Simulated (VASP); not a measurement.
Set up this calculation in VASP 6.6.1, as the native input.

| Quantity | Value |
| --- | --- |
| Task | single point |
| Functional | PBE |
| Potentials or basis | VASP PAW PBE potentials, release 64 (Ta_pv, N) |
| Cutoff | 520 eV |
| k mesh | 9 × 9 × 8 |
| Occupations | gaussian, width 0.15 eV |
| Spin | no spin polarisation |
| Dipole correction | no |
| Further INCAR settings | ALGO = Normal; EDIFF = 1e-07; NBANDS = 50 |

The structure of Ta2N lies in POSCAR:

```
Ta2N
1.0
    5.3140726747      0.0000000000      0.0000000000
   -2.6570363373      4.6021219338      0.0000000000
    0.0000000000      0.0000000000      4.9556489437
Ta N
6 3
Direct
    0.6670723593      0.6670723593      0.7528547364
    0.0000000000      0.3329276407      0.7528547364
    0.3329276407      0.0000000000      0.7528547364
    0.3329276407      0.3329276407      0.2471452636
    0.0000000000      0.6670723593      0.2471452636
    0.6670723593      0.0000000000      0.2471452636
    0.6666666667      0.3333333333      0.5000000000
    0.3333333333      0.6666666667      0.5000000000
    0.0000000000      0.0000000000      0.0000000000
```

These files were run (other wordings do the same):

INCAR

```
SYSTEM = Ta2N
PREC = Accurate
ENCUT = 520
EDIFF = 1E-7
ISMEAR = 0
SIGMA = 0.15
LREAL = .FALSE.
LASPH = .TRUE.
NELM = 60
ALGO = Normal
ISIF = 2
LWAVE = .FALSE.
LCHARG = .TRUE.
GGA = PE
LELF = .TRUE.
LVHAR = .TRUE.
NBANDS = 50
```

KPOINTS

```
Automatic mesh
0
G
  9 9 8
  0 0 0
```

Potentials or basis: VASP PAW PBE potentials, release 64 (Ta_pv, N).

Launch:

```bash
$ cat potpaw_PBE.64/Ta_pv/POTCAR potpaw_PBE.64/N/POTCAR > POTCAR
$ mpirun -np 1 vasp_std > vasp.out
```

Results of the run:

```json
{
 "Pressure": "0.5 GPa",
 "Largest force": "0.024 eV/Å",
 "Band gap on the k mesh": "zero (an odd number of electrons rules out a gap without spin polarisation)"
}
```

Caveat: spin-orbit coupling is left out, which moves the levels of the heavy elements.

Wall time 3.9 min on 1 thread of Intel(R) Xeon(R) 6975P-C (Granite Rapids), on a shared host, peak memory 0.48 GiB.
